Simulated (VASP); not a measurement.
**AlRu: single point with PBEsol**

Crystal: AlRu.

```
CELL_PARAMETERS angstrom
3.11126 0.00000 0.00000
0.00000 2.99160 0.00000
0.00000 0.00000 2.99160
ATOMIC_POSITIONS crystal
Al 0.00000 0.00000 0.00000
Ru 0.50000 0.50000 0.50000
```

This cell differs from its parent crystal: strain +0.0400 x Voigt [1, 0, 0, 0, 0, 0].

```json
{"Program": "VASP 6.6.1", "Task": "single point", "Functional": "PBEsol", "Potentials or basis": "VASP PAW PBE potentials, release 64 (Al, Ru_pv)", "Cutoff": "520 eV", "k mesh": "16 × 16 × 16", "Occupations": "gaussian, width 0.15 eV", "Spin": "no spin polarisation", "Dipole correction": "no", "Further INCAR settings": "ALGO = Fast; EDIFF = 1e-06; NBANDS = 16"}
```

```json
{
  "Pressure": "-10.5 GPa",
  "Band gap on the k mesh": "zero (an odd number of electrons rules out a gap without spin polarisation)"
}
```

Stress tensor (GPa, compression positive):
```
-14.33   0.00   0.00
  0.00  -8.59   0.00
  0.00   0.00  -8.59
```

Levels at points of the mesh, in eV from the Fermi level:
```tsv
k point	band 5	band 6	band 7	band 8	band 9	band 10	band 11	band 12	band 13	band 14
(0.00, 0.00, 0.00)	-3.42	-3.40	0.09	0.09	0.31	5.10	6.25	6.25	10.67	10.73
(0.50, 0.00, 0.00)	-5.70	-2.75	-1.38	-1.38	0.50	1.69	7.48	11.10	11.10	12.32
(0.00, 0.50, 0.00)	-5.29	-2.61	-1.83	-1.40	0.35	2.33	7.40	10.12	11.12	11.89
(0.50, 0.50, 0.00)	-3.01	-1.56	-1.30	-1.05	-0.94	1.31	4.86	5.77	10.57	14.31
(0.00, 0.50, 0.50)	-2.86	-1.33	-1.33	-1.22	-1.22	1.58	5.34	6.00	9.71	13.79
(0.50, 0.50, 0.50)	-4.41	-4.41	1.36	1.64	2.35	3.84	4.06	4.06	8.00	8.00
```

It took 80 s on 1 thread of AMD EPYC 9R45 96-Core Processor (Zen 5) (shared host), peak memory 0.25 GiB.

Caveat: the cell differs from its parent crystal (strain +0.0400 x Voigt [1, 0, 0, 0, 0, 0]); the cell stands under tension; the PAW data sets were made with another functional, which shifts forces and pressure a little.
